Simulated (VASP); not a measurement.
Set up this calculation in VASP 6.6.1, as the native input.

```yaml
Task: single point
Functional: PBEsol
Potentials_or_basis: VASP PAW PBE potentials, release 64 (Ni)
Cutoff: 520 eV
k_mesh: 14 × 14 × 14
Occupations: gaussian, width 0.1 eV
Spin: collinear spin, ferromagnetic start
Starting_moments: "[1.18] μB"
Fixed_moment: 1.18 μB
Dipole_correction: no
Further_INCAR_settings: ALGO = Normal; EDIFF = 1e-06; NBANDS = 15
```

The structure of Ni lies in POSCAR:

```
Ni
1.0
    0.0000000000      1.7673000000      1.7673000000
    1.7673000000      0.0000000000      1.7673000000
    1.7673000000      1.7673000000      0.0000000000
Ni
1
Direct
    0.0000000000      0.0000000000      0.0000000000
```

One way to write it, as run:

INCAR

```
ALGO     = Normal         # electronic algorithm
EDIFF    = 1E-6           # SCF threshold, eV
ENCUT    = 520            # plane-wave cutoff, eV
GGA      = PS             # functional
ISIF     = 2              # what is computed and relaxed
ISMEAR   = 0              # smearing method
ISPIN    = 2              # spin polarisation
LASPH    = True           # aspherical terms in the spheres
LCHARG   = False          # write CHGCAR
LMAXMIX  = 4              # l up to which the mixer works
LORBIT   = 11             # projections on sites
LREAL    = False          # projectors in reciprocal space
LWAVE    = False          # write WAVECAR
MAGMOM   = 1.18           # initial moments
NBANDS   = 15             # bands
NELM     = 150            # most SCF steps
NUPDOWN  = 1.18           # fixed moment
PREC     = Accurate       # precision mode
SIGMA    = 0.1            # smearing width, eV
```

KPOINTS

```
k-points
0
Gamma
  14 14 14
```

Potentials or basis: VASP PAW PBE potentials, release 64 (Ni).

Command:

```console
$ cat potpaw_PBE.64/Ni/POTCAR > POTCAR
$ mpirun -np 1 vasp_std > vasp.out
```

It gave:

```
Pressure                                              : -6.5 GPa
Net moment                                            : 1.18 μB per cell
Site moments                                          : Ni +1.16 μB
Valence electrons inside the program's atomic spheres : Ni 9.27
```

Caveat: the cell stands under tension; the PAW data sets were made with another functional, which shifts forces and pressure a little; the total moment is fixed, so each spin has its own Fermi level.

Wall time 46 s on 1 thread of Intel Xeon 8259CL, on a shared host, peak memory 0.15 GiB.
